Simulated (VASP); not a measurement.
# C (P6_3/mmc) in VASP: a series of runs

Runs on C. Level: PBE. Tasks: single point, relaxation of cell and atoms.

All numbers are computed with VASP 6.6.1; they aren't measurements. Logs are shortened: lines on timing, memory, paths and dates and some standing lists are left out, and cuts for length are marked.

## (1) The cell of the first run

It takes space group P6_3/mmc (No. 194, hexagonal). The conventional cell has a = 2.512 Å, b = 2.512 Å, c = 4.180 Å, α = 90.00°, β = 90.00°, γ = 120.00°. Within 2.1 Å of C (site symmetry 3m) lie 4 C at 1.54 to 1.57 Å.

## (2) Single point, PBE

The input, INCAR:

```
SYSTEM = C
PREC     = Accurate       ! precision mode
ENCUT    = 520            ! plane-wave cutoff, eV
EDIFF    = 1E-6           ! SCF threshold, eV
ISMEAR   = -1             ! smearing method
SIGMA    = 0.05           ! smearing width, eV
LREAL    = .False.        ! projectors in reciprocal space
LASPH    = .True.         ! aspherical terms in the spheres
NELM     = 60             ! most SCF steps
ALGO     = Normal         ! electronic algorithm
ISIF     = 2              ! what is computed and relaxed
LWAVE    = .False.        ! write WAVECAR
LCHARG   = .False.        ! write CHGCAR
GGA      = PE             ! functional
NBANDS   = 16             ! bands
```

The input, KPOINTS:

```
Automatic mesh
0
Gamma
  13 13 7
  0 0 0
```

The input, POSCAR:

```
C
1.0
    2.5116607023      0.0000000000      0.0000000000
   -1.2558303511      2.1751619739      0.0000000000
    0.0000000000      0.0000000000      4.1802287603
C
4
Direct
    0.3333333333      0.6666666667      0.0627282291
    0.6666666667      0.3333333333      0.5627282291
    0.3333333333      0.6666666667      0.4372717709
    0.6666666667      0.3333333333      0.9372717709
```

Potentials or basis: VASP PAW PBE potentials, release 64 (C).

The run is started by

```
> cat potpaw_PBE.64/C/POTCAR > POTCAR
> mpirun -np 1 vasp_std > vasp.out
```

OUTCAR:

```text
SYSTEM = C
   PREC = Accurate
   ENCUT = 520
   EDIFF = 1E-6
   ISMEAR = -1
   LREAL = .False.
   LASPH = .True.
   NELM = 60
   ISIF = 2
   GGA = PE

 ion  position               nearest neighbor table
   1  0.333  0.667  0.063-   4 1.54   4 1.54   4 1.54   3 1.57
   2  0.667  0.333  0.563-   3 1.54   3 1.54   3 1.54   4 1.57
   3  0.333  0.667  0.437-   2 1.54   2 1.54   2 1.54   1 1.57
   4  0.667  0.333  0.937-   1 1.54   1 1.54   1 1.54   2 1.57

  LATTYP: Found a hexagonal cell.
 ALAT       =     2.5116607023
 C/A-ratio  =     1.6643286079

  Lattice vectors:

 A1 = (   2.5116607023,   0.0000000000,   0.0000000000)
 A2 = (  -1.2558303511,   2.1751619739,   0.0000000000)
 A3 = (   0.0000000000,   0.0000000000,   4.1802287603)

Analysis of symmetry for initial positions (statically):
=====================================================================
 Subroutine PRICEL returns:
 Original cell was already a primitive cell.

 Routine SETGRP: Setting up the symmetry group for a
 hexagonal supercell.

 Subroutine GETGRP returns: Found 24 space group operations
 (whereof 12 operations were pure point group operations)
 out of a pool of 24 trial point group operations.

The static configuration has the point symmetry D_3d.
 The point group associated with its full space group is D_6h.

Analysis of symmetry for dynamics (positions and initial velocities):
=====================================================================
 Subroutine PRICEL returns:
 Original cell was already a primitive cell.

 Routine SETGRP: Setting up the symmetry group for a
 hexagonal supercell.

 Subroutine GETGRP returns: Found 24 space group operations
 (whereof 12 operations were pure point group operations)
 out of a pool of 24 trial point group operations.

The dynamic configuration has the point symmetry D_3d.
 The point group associated with its full space group is D_6h.

 Subroutine INISYM returns: Found 24 space group operations
 (whereof 12 operations are pure point group operations),
 and found     1 'primitive' translations

----------------------------------------------------------------------------------------

                                     Primitive cell

  volume of cell :      22.8377

  direct lattice vectors                    reciprocal lattice vectors
     2.511660702  0.000000000  0.000000000     0.398142949  0.229867939  0.000000000
    -1.255830351  2.175161974  0.000000000     0.000000000  0.459735878  0.000000000
     0.000000000  0.000000000  4.180228760     0.000000000  0.000000000  0.239221358

  length of vectors
     2.511660702  2.511660702  4.180228760     0.459735878  0.459735878  0.239221358

  position of ions in fractional coordinates (direct lattice)
     0.333333333  0.666666667  0.062728229
     0.666666667  0.333333333  0.562728229
     0.333333333  0.666666667  0.437271771
     0.666666667  0.333333333  0.937271771

  ion indices of the primitive-cell ions
   primitive index   ion index
                 1           1
                 2           2
                 3           3
                 4           4

----------------------------------------------------------------------------------------

 KPOINTS: Automatic mesh

Automatic generation of k-mesh.
 Grid dimensions read from file:
 generate k-points for:   13   13    7

 Generating k-lattice:

  Cartesian coordinates                     Fractional coordinates (reciprocal lattice)
     0.030626381  0.017682149  0.000000000     0.076923077 -0.000000000  0.000000000
     0.000000000  0.035364298  0.000000000     0.000000000  0.076923077  0.000000000
     0.000000000  0.000000000  0.034174480     0.000000000  0.000000000  0.142857143

  Length of vectors
     0.035364298  0.035364298  0.034174480

  Shift w.r.t. Gamma in fractional coordinates (k-lattice)
     0.000000000  0.000000000  0.000000000

 Subroutine IBZKPT returns following result:
 ===========================================

 Found     84 irreducible k-points:

 Following reciprocal coordinates:
            Coordinates               Weight
  0.000000  0.000000  0.000000      1.000000
  0.076923  0.000000  0.000000      6.000000
  0.153846  0.000000  0.000000      6.000000
  0.230769  0.000000  0.000000      6.000000
  0.307692  0.000000  0.000000      6.000000
  0.384615  0.000000  0.000000      6.000000
[... 16 lines left out ...]
  0.076923  0.000000  0.142857     12.000000
  0.153846  0.000000  0.142857     12.000000
 [... further k-points ...]
   k-points           NKPTS =     84   k-points in BZ     NKDIM =     84   number of bands    NBANDS=     16
   number of dos      NEDOS =    301   number of ions     NIONS =      4
   total plane-waves  NPLWV =  12800
   dimension x,y,z NGX =    20 NGY =   20 NGZ =   32
   dimension x,y,z NGXF=    40 NGYF=   40 NGZF=   64
   ions per type =               4
   NGX,Y,Z   is equivalent  to a cutoff of  13.24, 13.24, 12.73 a.u.
   NGXF,Y,Z  is equivalent  to a cutoff of  26.48, 26.48, 25.45 a.u.
 SYSTEM =  C
   PREC   = accura    normal or accurate (medium, high low for compatibility)
   ISTART =      0    job   : 0-new  1-cont  2-samecut
   ICHARG =      2    charge: 1-file 2-atom 10-const
   ISPIN  =      1    spin polarized calculation?
   LNONCOLLINEAR =      F non collinear calculations
   LSORBIT =      F    spin-orbit coupling
   LASPH  =      T    aspherical Exc in radial PAW
   ENCUT  =  520.0 eV  38.22 Ry    6.18 a.u.   4.67  4.67  7.77*2*pi/ulx,y,z
   NELM   =     60;   NELMIN=  2; NELMDL= -5     # of ELM steps
   EDIFF  = 0.1E-05   stopping-criterion for ELM
   LREAL  =      F    real-space projection
   EDIFFG = 0.1E-04   stopping-criterion for IOM
   NSW    =      0    number of steps for IOM
   IBRION =     -1    ionic relax: 0-MD 1-quasi-New 2-CG
   NFREE  =      0    steps in history (QN), initial steepest desc. (CG)
   ISIF   =      2    stress and relaxation
   ISYM   =      2    0-nonsym 1-usesym 2-fastsym
   POTIM  = 0.5000    time-step for ionic-motion
   TEBEG  =    0.0;   TEEND  =   0.0 temperature during run
   PSTRESS=    0.0 pullay stress
   NELECT =      16.0000    total number of electrons
   NUPDOWN=      -1.0000    fix difference up-down
   EMIN   =  10.00;   EMAX   =-10.00  energy-range for DOS
   EFERMI =   0.00;   METHOD = LEGACY
   ISMEAR =    -1;   SIGMA  =   0.05  broadening in eV -4-tet -1-fermi 0-gaus
   EFERMI_NEDOS =   21; number of points for ismear=-14 and -15
   IALGO  =     38    algorithm
   IMIX   =      4    mixing-type and parameters
     AMIX     =   0.40;   BMIX     =  1.00
     AMIX_MAG =   1.60;   BMIX_MAG =  1.00
  volume/ion in A,a.u.               =       5.71        38.53
  Fermi-wavevector in a.u.,A,eV,Ry     =   1.453998  2.747659 28.764234  2.114112
  Thomas-Fermi vector in A             =   2.571200
   LORBIT       =      0    0 simple, 1 ext, 2 COOP (PROOUT), +10 PAW based schemes
   GGA     = PE    functional components
   LHFCALC =     F    Hartree Fock is set to
   AEXX    =    0.0000 exact exchange contribution
   IVDW    =     0    specifies the selected vdW correction
   LEPSILON=     F    determine dielectric tensor
   LRPA    =     F    only Hartree local field effects (RPA)
 non-spin polarized calculation
  energy-cutoff  :      520.00
  volume of cell :       22.84
 maximum number of plane-waves:       627
 NGX is ok and might be reduce to    20
   NGX =  9   NGY =  9   NGZ = 15

 number of electron      16.0000000 magnetization

 Free energy of the ion-electron system (eV)
  ---------------------------------------------------
  ext. energy  EPLUGINS =         0.00000000
  ---------------------------------------------------
  free energy    TOTEN  =       -36.27314350 eV

  energy without entropy =      -36.27314350  energy(sigma->0) =      -36.27314350

 E-fermi :  10.8622     XC(G=0): -13.2125

 val. band max:        9.9179493147   @ k =   0.0000   0.0000   0.0000
 cond. band min:      13.3872581461   @ k =   0.3077   0.3077   0.0000
 fundamental gap:      3.4693088314
 Fermi energy:        10.8622260737

 k-point     1 :       0.0000    0.0000    0.0000
  band No.  band energies     occupation
      1     -11.7766      2.00000
      2      -6.2385      2.00000
      3      -3.6889      2.00000
      4       6.8565      2.00000
      5       6.8565      2.00000
      6       9.4477      2.00000
[... 8 lines left out ...]
     15      23.8335      0.00000
     16      27.5095      0.00000

 k-point     2 :       0.0769    0.0000    0.0000
  band No.  band energies     occupation
      1     -11.6301      2.00000
      2      -6.1062      2.00000
      3      -3.5525      2.00000
      4       6.1197      2.00000
      5       6.5532      2.00000
      6       9.2303      2.00000
[... 8 lines left out ...]
     15      24.0122      0.00000
     16      27.3237      0.00000

 k-point     3 :       0.1538    0.0000    0.0000
  band No.  band energies     occupation
      1     -11.1921      2.00000
      2      -5.7108      2.00000
      3      -3.1525      2.00000
      4       4.3478      2.00000
      5       5.8375      2.00000
      6       7.7854      2.00000
[... 8 lines left out ...]
     15      24.5639      0.00000
     16      25.4018      0.00000

 k-point     4 :       0.2308    0.0000    0.0000
  band No.  band energies     occupation
      1     -10.4675      2.00000
      2      -5.0561      2.00000
      3      -2.5253      2.00000
      4       2.1887      2.00000
      5       5.0240      2.00000
      6       5.9011      2.00000
[... 8 lines left out ...]
     15      24.5083      0.00000
     16      25.2654      0.00000

 k-point     5 :       0.3077    0.0000    0.0000
  band No.  band energies     occupation
      1      -9.4681      2.00000
      2      -4.1501      2.00000
      3      -1.8682      2.00000
      4       0.1533      2.00000
      5       3.9239      2.00000
      6       4.3115      2.00000
[... 8 lines left out ...]
     15      24.6711      0.00000
     16      25.6425      0.00000

 k-point     6 :       0.3846    0.0000    0.0000
  band No.  band energies     occupation
      1      -8.2243      2.00000
      2      -3.0146      2.00000
      3      -2.6748      2.00000
      4      -0.1663      2.00000
      5       2.0155      2.00000
      6       3.7991      2.00000
[... 8 lines left out ...]
     15      25.5635      0.00000
     16      27.3609      0.00000
[... 267 lines left out ...]
 k-point    21 :       0.3077    0.3077    0.0000
  band No.  band energies     occupation
      1      -5.3753      2.00000
      2      -4.0636      2.00000
      3      -0.9174      2.00000
      4      -0.4057      2.00000
      5       0.7810      2.00000
      6       2.1908      2.00000
[... 8 lines left out ...]
     15      25.2249      0.00000
     16      25.4680      0.00000

 k-point    22 :       0.0000    0.0000    0.1429
  band No.  band energies     occupation
      1     -11.6392      2.00000
      2      -7.1104      2.00000
      3      -2.5832      2.00000
      4       6.9641      2.00000
      5       6.9641      2.00000
      6       8.5353      2.00000
[... 8 lines left out ...]
     15      23.9213      0.00000
     16      27.2169      0.00000

 k-point    23 :       0.0769    0.0000    0.1429
  band No.  band energies     occupation
      1     -11.4929      2.00000
      2      -6.9735      2.00000
      3      -2.4544      2.00000
      4       6.2296      2.00000
      5       6.6625      2.00000
      6       8.3923      2.00000
[... 8 lines left out ...]
     15      24.0632      0.00000
     16      26.9446      0.00000

 k-point    24 :       0.1538    0.0000    0.1429
  band No.  band energies     occupation
      1     -11.0554      2.00000
      2      -6.5649      2.00000
      3      -2.0772      2.00000
      4       4.4646      2.00000
      5       5.9501      2.00000
      6       7.3800      2.00000
[... 8 lines left out ...]
     15      24.4927      0.00000
     16      25.5796      0.00000

 [... further k-points ...]
[... 5 lines left out ...]
  --------------------------------------------------------------------------------------
  -------------------------------------------------------------------------------------
  Total        0.0908421      0.0908421      0.0855918      0.0000000      0.0000000     -0.0000000
  in kB        6.3730203      6.3730203      6.0046849      0.0000000      0.0000000     -0.0000000
  external PRESSURE =       6.2502419 kB  Pullay stress =       0.0000000 kB

 VOLUME and BASIS-vectors are now :
 -----------------------------------------------------------------------------
  energy-cutoff  :      520.00
  volume of cell :       22.84
      direct lattice vectors                 reciprocal lattice vectors
     2.511660702  0.000000000  0.000000000     0.398142949  0.229867939  0.000000000
    -1.255830351  2.175161974  0.000000000     0.000000000  0.459735878  0.000000000
     0.000000000  0.000000000  4.180228760     0.000000000  0.000000000  0.239221358

 POSITION                                       TOTAL-FORCE (eV/Angst)
 -----------------------------------------------------------------------------------
     -0.00000      1.45011      0.26222        -0.000000      0.000000      0.004828
      1.25583      0.72505      2.35233         0.000000      0.000000      0.004828
     -0.00000      1.45011      1.82790        -0.000000     -0.000000     -0.004828
      1.25583      0.72505      3.91801         0.000000     -0.000000     -0.004828
 -----------------------------------------------------------------------------------
    total drift:                               -0.000000      0.000000      0.000000

  FREE ENERGIE OF THE ION-ELECTRON SYSTEM (eV)
  ---------------------------------------------------
  free  energy   TOTEN  =       -36.2731434987 eV

  energy  without entropy=      -36.2731434986  energy(sigma->0) =      -36.27314350
```

It took 44 s on 1 thread of Intel Xeon 6975P-C, shared host; peak memory 0.11 GiB.

What came out:

| Item | Value |
| --- | --- |
| Free energy | -36.2731 eV |
| Pressure | 0.6 GPa |
| Largest force | 0.005 eV/Å |
| Band gap on the k mesh | 3.47 eV, indirect (least direct gap 4.96 eV) |

Forces on the atoms (eV/Å):
```
C    0.000  0.000  0.005
C    0.000  0.000  0.005
C    0.000  0.000 -0.005
C    0.000  0.000 -0.005
```

A k mesh can miss the band edges. Expect the measured gap to be larger: semilocal functionals such as PBE lack the derivative discontinuity.

## (3) Single point, PBE (volume scaled by 1.12)

The input, INCAR:

```
SYSTEM = C
PREC = Accurate
ENCUT = 520
EDIFF = 1E-6
ISMEAR = -1
SIGMA = 0.05
LREAL = .FALSE.
LASPH = .TRUE.
NELM = 100
ALGO = Normal
ISIF = 2
LWAVE = .FALSE.
LCHARG = .FALSE.
GGA = PE
NBANDS = 16
```

The input, KPOINTS:

```
regular mesh
0
G
  12 12 7
  0 0 0
```

The input, POSCAR:

```
C
1.0
    2.6083566765      0.0000000000      0.0000000000
   -1.3041783382      2.2589031440      0.0000000000
    0.0000000000      0.0000000000      4.3411626365
C
4
Direct
    0.3333333333      0.6666666667      0.0627282291
    0.6666666667      0.3333333333      0.5627282291
    0.3333333333      0.6666666667      0.4372717709
    0.6666666667      0.3333333333      0.9372717709
```

Potentials or basis: VASP PAW PBE potentials, release 64 (C).

The run is started by

```
> cat potpaw_PBE.64/C/POTCAR > POTCAR
> mpirun -np 1 vasp_std > vasp.out
```

Run time: 44 s. Hardware: 1 thread of Intel Xeon 6975P-C, shared host; peak memory 0.11 GiB.

Results (log left out):

* Free energy: -35.9121 eV
* Pressure: -39.5 GPa
* Largest force: 0.115 eV/Å
* Band gap on the k mesh: 3.67 eV, indirect (least direct gap 4.76 eV)

Forces on the atoms (eV/Å):
```
C    0.000  0.000 -0.115
C    0.000  0.000 -0.115
C    0.000  0.000  0.115
C    0.000  0.000  0.115
```

Stress tensor (GPa, compression positive):
```
-39.26   0.00   0.00
  0.00 -39.26   0.00
  0.00   0.00 -39.86
```

Levels at points of the mesh, in eV from the valence-band top:
| k point | band 5 | band 6 | band 7 | band 8 | band 9 | band 10 | band 11 | band 12 |
| --- | --- | --- | --- | --- | --- | --- | --- | --- |
| (0.00, 0.00, 0.00) | -2.73 | -0.39 | 0.00 | 0.00 | 4.76 | 4.76 | 5.04 | 6.72 |
| (0.50, 0.00, 0.00) | -8.29 | -5.73 | -5.19 | -2.79 | 4.20 | 7.81 | 7.84 | 7.84 |

Caveat: the cell differs from its parent crystal (volume scaled by 1.12). A k mesh can miss the band edges.

## (4) Relaxation of cell and atoms, PBE

This run uses another cell than the first one, of 5.66 Å³/atom, 0.992 times its volume.

The input, INCAR:

```
  PREC = Accurate
  ENCUT = 600
  EDIFF = 1E-6
  ISMEAR = -1
  SIGMA = 0.05
  LREAL = False
  LASPH = True
  NELM = 100
  ALGO = Normal
  ISIF = 3
  LWAVE = False
  LCHARG = False
  GGA = PE
  IBRION = 2
  NSW = 80
  EDIFFG = -0.01
```

The input, KPOINTS:

```
regular mesh
0
Gamma
  8 8 4
```

The input, POSCAR:

```
C
1.0
    2.5199982604      0.0000000000      0.0000000000
   -1.2599991302      2.1823825110      0.0000000000
    0.0000000000      0.0000000000      4.1200000000
C
4
Direct
    0.3333333333      0.6666666667      0.0625000000
    0.6666666667      0.3333333333      0.5625000000
    0.3333333333      0.6666666667      0.4375000000
    0.6666666667      0.3333333333      0.9375000000
```

The run is started by

```
> cat potpaw_PBE.64/C/POTCAR > POTCAR
> mpirun -np 1 vasp_std > vasp.out
```

Wall time 62 s (1 thread of Intel Xeon 6975P-C, shared host); peak memory 0.1 GiB.

It converged, with:

```
Free energy                            : -36.2807 eV
Relaxed volume                         : 5.71 Å³/atom
Relaxed cell                           : a = 2.512 Å, b = 2.512 Å, c = 4.180 Å, α = 90.00°, β = 90.00°, γ = 120.00°
Space group after relaxing (to 0.05 Å) : P6_3/mmc (No. 194)
Energy gained by relaxing              : 5.4 meV/atom
Ionic steps                            : 6
Pressure after relaxing                : 0.0 GPa
Band gap on the k mesh                 : 3.70 eV, indirect (least direct gap 4.96 eV)
```

Stress tensor (GPa, compression positive):
```
-0.03  0.00  0.00
 0.00 -0.03  0.00
 0.00  0.00  0.17
```

The path:
| step | energy change (eV) | largest force (eV/Å) | pressure (GPa) | volume (Å³) |
| --- | --- | --- | --- | --- |
| 1 | 0.0000 | 0.0415 | 3.76 | 22.66 |
| 2 | 0.0098 | 0.0993 | -4.46 | 23.08 |
| 3 | -0.0216 | 0.0017 | -0.29 | 22.85 |
| 4 | -0.0216 | 0.0026 | -0.21 | 22.85 |
| 5 | -0.0216 | 0.0027 | 0.27 | 22.82 |
| 6 | -0.0216 | 0.0000 | 0.04 | 22.84 |

Final structure:
```
CELL_PARAMETERS angstrom
2.51176 0.00000 0.00000
-1.25588 2.17525 0.00000
0.00000 0.00000 4.17952
ATOMIC_POSITIONS crystal
C 0.33333 0.66667 0.06273
C 0.66667 0.33333 0.56273
C 0.33333 0.66667 0.43727
C 0.66667 0.33333 0.93727
```

Levels at points of the mesh, in eV from the valence-band top:
| k point | band 5 | band 6 | band 7 | band 8 | band 9 | band 10 | band 11 | band 12 |
| --- | --- | --- | --- | --- | --- | --- | --- | --- |
| (0.00, 0.00, 0.00) | -3.06 | -0.47 | 0.00 | 0.00 | 4.96 | 4.96 | 5.34 | 8.05 |
| (0.50, 0.00, 0.00) | -9.20 | -6.42 | -5.90 | -3.12 | 4.47 | 8.08 | 8.27 | 8.37 |
| (0.00, 0.00, 0.50) | -1.84 | -1.84 | -1.84 | -1.84 | 7.23 | 7.23 | 7.23 | 7.23 |
| (0.50, 0.00, 0.50) | -5.07 | -5.07 | -4.79 | -4.79 | 5.87 | 5.87 | 6.49 | 6.49 |

A k mesh can miss the band edges. PBE usually gives volumes a little too large and moduli too small.

## (5) Summary

```csv
task,cell,k mesh,cutoff (eV),gap on the mesh (eV),pressure (GPa)
single point,"a = 2.512, b = 2.512, c = 4.180 Å, angles 90.0, 90.0, 120.0°, 4 atoms",13 × 13 × 7,520,3.47,0.6
single point,"a = 2.608, b = 2.608, c = 4.341 Å, angles 90.0, 90.0, 120.0°, 4 atoms",12 × 12 × 7,520,3.67,-39.5
relaxation of cell and atoms,"relaxed from a = 2.520, b = 2.520, c = 4.120 Å, angles 90.0, 90.0, 120.0°, 4 atoms",8 × 8 × 4,600,3.70,0.0
```

Alike in all rows: level PBE; potentials or basis VASP PAW PBE potentials, release 64 (C); no spin polarisation; smearing fermi-dirac 0.05 eV.

Total energies depend on the potentials used, so only differences within one code and one set of settings carry meaning.
